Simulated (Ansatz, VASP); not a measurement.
# Two plane-wave programs on W

```xyz
1
Lattice="-1.6612 1.6612 1.4695 1.6612 -1.6612 1.4695 1.6612 1.6612 -1.4695" Properties=species:S:1:pos:R:3 pbc="T T T"
W     0.0000    0.0000    0.0000
```

Change from the starting cell: strain +0.040 along x and y, -0.080 along z, atoms carried along.

Alike in both runs: task single point; functional PBEsol; k mesh 20 × 20 × 20; occupations gaussian, width 0.15 eV; no spin polarisation.

|  | VASP | Ansatz |
| --- | --- | --- |
| version | VASP 6.6.1 | Ansatz 0.2.0 |
| potentials or method | VASP PAW PBE potentials, release 64 (W_sv), cutoff 520 eV | scalar-relativistic, plane waves, PAW |
| valence electrons in the cell | 14 | 14 |

Ansatz gave:

| Quantity | Value |
| --- | --- |
| gap on the k mesh at the Fermi level (eV) | none |
| pressure (GPa) | -7.6 |
| traceless stress, the component that is largest in VASP (GPa) | 24.24 |

Task: Which values does VASP return?

Result: gap on the k mesh at the Fermi level (eV): none; pressure (GPa): -7.1; traceless stress, the component that is largest in VASP (GPa): 24.28.

VASP's potentials were made for PBE, not for PBEsol. A gap of «none» marks a metal or a gap that the smearing closes.

Spin-orbit coupling is off throughout.
